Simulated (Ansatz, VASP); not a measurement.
**Two plane-wave programs on BeZnF4**

```xyz
6
Lattice="0.0000 4.0165 4.0165 4.0165 0.0000 4.0165 4.0165 4.0165 0.0000" Properties=species:S:1:pos:R:3 pbc="T T T"
Be    2.0083    2.0083    2.0083
Zn    4.0165    4.0165    4.0165
F     5.1223    2.9107    5.1223
F     2.9107    2.9107    2.9107
F     2.9107    5.1223    5.1223
F     5.1223    5.1223    2.9107
```

Alike in both runs: functional PBE; k mesh 4 × 4 × 4; occupations gaussian, width 0.1 eV; no spin polarisation.

Ansatz relaxed the structure, and its values are those at the end. VASP's run is a single point on that final structure, the one shown.

|  | VASP | Ansatz |
| --- | --- | --- |
| version | VASP 6.6.1 | Ansatz 0.2.0 |
| potentials or method | VASP PAW PBE potentials, release 64 (Be, Zn, F), cutoff 520 eV | scalar-relativistic, plane waves, PAW |
| valence electrons in the cell | 42 | 42 |

VASP gave:

```
gap on the k mesh at the Fermi level (eV) : 5.84
least direct gap on the mesh (eV)         : 5.90
pressure (GPa)                            : 0.1
rms of the force components (eV/Å)        : 0.031
```

Question: What did Ansatz give for the same quantities?

Answer: gap on the k mesh at the Fermi level (eV): 5.88; least direct gap on the mesh (eV): 5.94; pressure (GPa): -0.1; rms of the force components (eV/Å): 0.004.
